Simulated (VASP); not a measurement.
Wanted: the native input for a VASP 6.6.1 run.

```yaml
Task: single point
Functional: PBE
Potentials_or_basis: VASP PAW PBE potentials, release 64 (Be, S)
Cutoff: 600 eV
k_mesh: 4 × 4 × 4
Occupations: gaussian, width 0.2 eV
Spin: no spin polarisation
Dipole_correction: no
Further_INCAR_settings: ALGO = Normal; EDIFF = 1e-06; NBANDS = 20
```

The structure of Be7S lies in POSCAR:

```
Be7S
1.0
    0.0000000000      3.3370892783      3.3370892783
    3.3370892783      0.0000000000      3.3370892783
    3.3370892783      3.3370892783      0.0000000000
Be S
7 1
Direct
    0.5000000000      0.0000000000      0.0000000000
    0.0000000000      0.5000000000      0.0000000000
    0.0000000000      0.5000000000      0.5000000000
    0.5000000000      0.0000000000      0.5000000000
    0.0000000000      0.0000000000      0.5000000000
    0.5000000000      0.5000000000      0.5000000000
    0.5000000000      0.5000000000      0.0000000000
    0.0000000000      0.0000000000      0.0000000000
```

The input as run:

INCAR

```
SYSTEM = Be7S
PREC     = Accurate       ! precision mode
ENCUT    = 600            ! plane-wave cutoff, eV
EDIFF    = 1E-6           ! SCF threshold, eV
ISMEAR   = 0              ! smearing method
SIGMA    = 0.2            ! smearing width, eV
LREAL    = .FALSE.        ! projectors in reciprocal space
LASPH    = .TRUE.         ! aspherical terms in the spheres
NELM     = 120            ! most SCF steps
ALGO     = Normal         ! electronic algorithm
ISIF     = 2              ! what is computed and relaxed
LWAVE    = .FALSE.        ! write WAVECAR
LCHARG   = .TRUE.         ! write CHGCAR
GGA      = PE             ! functional
LELF     = .TRUE.         ! ELF
LVHAR    = .TRUE.       
NBANDS   = 20             ! bands
GGA_COMPAT= .FALSE.
```

KPOINTS

```
regular mesh
0
G
  4 4 4
  0 0 0
```

Potentials or basis: VASP PAW PBE potentials, release 64 (Be, S).

Command:

```bash
$ cat potpaw_PBE.64/Be/POTCAR potpaw_PBE.64/S/POTCAR > POTCAR
$ mpirun -np 1 vasp_std > vasp.out
```

Results of the run:

- Pressure: 0.3 GPa
- Band gap on the k mesh: zero (band 10 reaches 8.17 eV, above the bottom of band 11 at 6.39 eV)

Caveat: the k points lie up to 0.41 Å⁻¹ apart.

Run time: 15 s on 1 thread of AMD EPYC 9R45 96-Core Processor (Zen 5), on a shared host, peak memory 0.19 GiB.
